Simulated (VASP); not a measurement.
Input of a VASP 6.6.1 run:

File INCAR:

```
PREC = Accurate
ENCUT = 600
EDIFF = 1E-6
ISMEAR = 0
SIGMA = 0.1
LREAL = F
LASPH = T
NELM = 150
ALGO = Normal
ISIF = 3
LWAVE = F
LCHARG = F
ISPIN = 2
MAGMOM = 2.57 2.57 2.57 0.97 0
LORBIT = 11
LMAXMIX = 4
GGA = PS
IBRION = 2
NSW = 90
EDIFFG = -0.04
```

Contents of KPOINTS:

```
Automatic mesh
0
Gamma
  4 4 4
```

POSCAR

```
Fe3RhN
1.0
    3.8394358033      0.0000000000      0.0000000000
    0.0000000000      3.8394358033      0.0000000000
    0.0000000000      0.0000000000      3.8394358033
Fe Rh N
3 1 1
Direct
    0.0000000000      0.5000000000      0.5000000000
    0.5000000000      0.5000000000      0.0000000000
    0.5000000000      0.0000000000      0.5000000000
    0.0000000000      0.0000000000      0.0000000000
    0.5000000000      0.5000000000      0.5000000000
```

Potentials or basis: VASP PAW PBE potentials, release 64 (Fe, Rh_pv, N).

The run is started by

```sh
$ cat potpaw_PBE.64/Fe/POTCAR potpaw_PBE.64/Rh_pv/POTCAR potpaw_PBE.64/N/POTCAR > POTCAR
$ mpirun -np 1 vasp_std > vasp.out
```

**Question.** What does it give for the space group after relaxing (to 0.1 Å)?

**Answer.** Pm-3m (No. 221).

**Question.** What does it give for the site moments?

**Answer.** Fe +2.51; Rh +0.86; N +0.04 μB.

**Question.** What does it give for the net moment?

**Answer.** 8.51 μB per cell.

**Question.** Estimate the relaxed cell.

**Answer.** a = 3.785 Å, b = 3.785 Å, c = 3.785 Å, α = 90.00°, β = 90.00°, γ = 90.00°.

The path:
```csv
step,energy change (eV),largest force (eV/Å),pressure (GPa),volume (Å³)
1,0.0000,0.0000,-9.40,56.60
2,0.0466,0.0000,13.87,51.33
3,-0.0740,0.0000,-0.17,54.23
```

Caveat: the k points lie up to 0.42 Å⁻¹ apart in the final cell; the PAW data sets were made with another functional, which shifts forces and pressure a little; the run started ferromagnetic, and an antiferromagnetic order may lie lower in energy.
